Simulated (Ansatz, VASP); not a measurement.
Two plane-wave programs on SnO2

```
Sn O
1.0
     1.53595    0.88678    5.31170
    -1.53595    0.88678    5.31170
     0.00000   -1.77356    5.31170
Sn O
1 2
Direct
  0.50000 0.50000 0.50000
  0.23488 0.23488 0.23488
  0.76512 0.76512 0.76512
```

Alike in both runs: task single point; functional PBE; k mesh 12 × 12 × 12; occupations gaussian, width 0.05 eV; no spin polarisation.

```csv
,VASP,Ansatz
version,VASP 6.6.1,Ansatz 0.2.0
potentials or method,"VASP PAW PBE potentials, release 64 (Sn_d, O), cutoff 520 eV","scalar-relativistic, plane waves, PAW"
valence electrons in the cell,26,26
```

Ansatz gave:

```
gap on the k mesh at the Fermi level (eV)                     : 2.96
least direct gap on the mesh (eV)                             : 3.30
pressure (GPa)                                                : 11.9
traceless stress, the component that is largest in VASP (GPa) : -12.30
rms of the force components (eV/Å)                            : 0.031
```

Problem. What did VASP give for the same quantities?

Solution. gap on the k mesh at the Fermi level (eV): 2.94; least direct gap on the mesh (eV): 3.28; pressure (GPa): 12.6; traceless stress, the component that is largest in VASP (GPa): -12.62; rms of the force components (eV/Å): 0.004.

Atom by atom the forces differ by 0.036 eV/Å (rms over components).
